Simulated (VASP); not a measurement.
Set up this calculation in VASP 6.6.1, as the native input.

```
Task                   : single point
Functional             : PBE
Potentials or basis    : VASP PAW PBE potentials, release 64 (K_sv, Li_sv, Pd, O)
Cutoff                 : 520 eV
k mesh                 : 4 × 4 × 4
Occupations            : gaussian, width 0.1 eV
Spin                   : no spin polarisation
Dipole correction      : no
Further INCAR settings : LREAL = Auto; ALGO = Normal; EDIFF = 1e-07; NBANDS = 77
```

The structure of KLiPd4O12 lies in POSCAR:

```
KLiPd4O12
1.0
    5.3309140851      0.0000000000      0.0000000000
    0.0000000000      5.3309140851      0.0000000000
    0.0000000000      0.0000000000      7.4262460943
K Li Pd O
1 1 4 12
Direct
    0.0000000000      0.0000000000      0.0000000000
    0.5000000000      0.5000000000      0.5000000000
    0.0000000000      0.5000000000      0.7471191264
    0.0000000000      0.5000000000      0.2528808736
    0.5000000000      0.0000000000      0.2528808736
    0.5000000000      0.0000000000      0.7471191264
    0.2582510086      0.2582510086      0.2563147168
    0.2582510086      0.2582510086      0.7436852832
    0.7417489914      0.7417489914      0.7436852832
    0.7417489914      0.7417489914      0.2563147168
    0.7417489914      0.2582510086      0.7436852832
    0.7417489914      0.2582510086      0.2563147168
    0.2582510086      0.7417489914      0.7436852832
    0.2582510086      0.7417489914      0.2563147168
    0.0000000000      0.5000000000      0.5000000000
    0.0000000000      0.5000000000      0.0000000000
    0.5000000000      0.0000000000      0.5000000000
    0.5000000000      0.0000000000      0.0000000000
```

This cell differs from its parent crystal: Nb replaced by Pd, lengths x 0.966, strained.

The input as run:

INCAR

```
PREC     = Accurate       # precision mode
ENCUT    = 520            # plane-wave cutoff, eV
EDIFF    = 1E-7           # SCF threshold, eV
ISMEAR   = 0              # smearing method
SIGMA    = 0.1            # smearing width, eV
LREAL    = Auto         
LASPH    = True           # aspherical terms in the spheres
NELM     = 80             # most SCF steps
ALGO     = Normal         # electronic algorithm
ISIF     = 2              # what is computed and relaxed
LWAVE    = False          # write WAVECAR
LCHARG   = True           # write CHGCAR
GGA      = PE             # functional
LELF     = True           # ELF
LVHAR    = True         
NBANDS   = 77             # bands
```

KPOINTS

```
Automatic mesh
0
Gamma
  4 4 4
```

Potentials or basis: VASP PAW PBE potentials, release 64 (K_sv, Li_sv, Pd, O).

The run is started by

```console
$ cat potpaw_PBE.64/K_sv/POTCAR potpaw_PBE.64/Li_sv/POTCAR potpaw_PBE.64/Pd/POTCAR potpaw_PBE.64/O/POTCAR > POTCAR
$ mpirun -np 1 vasp_std > vasp.out
```

It gave:

| Item | Value |
| --- | --- |
| Largest force | 0.969 eV/Å |
| Band gap on the k mesh | zero (bands 62 and 63 overlap by 0.64 eV) |

Caveat: the cell differs from its parent crystal (Nb replaced by Pd, lengths x 0.966, strained).

Wall time 6.9 min on 1 thread of Intel(R) Xeon(R) Platinum 8488C (Sapphire Rapids) (shared host), peak memory 0.4 GiB.
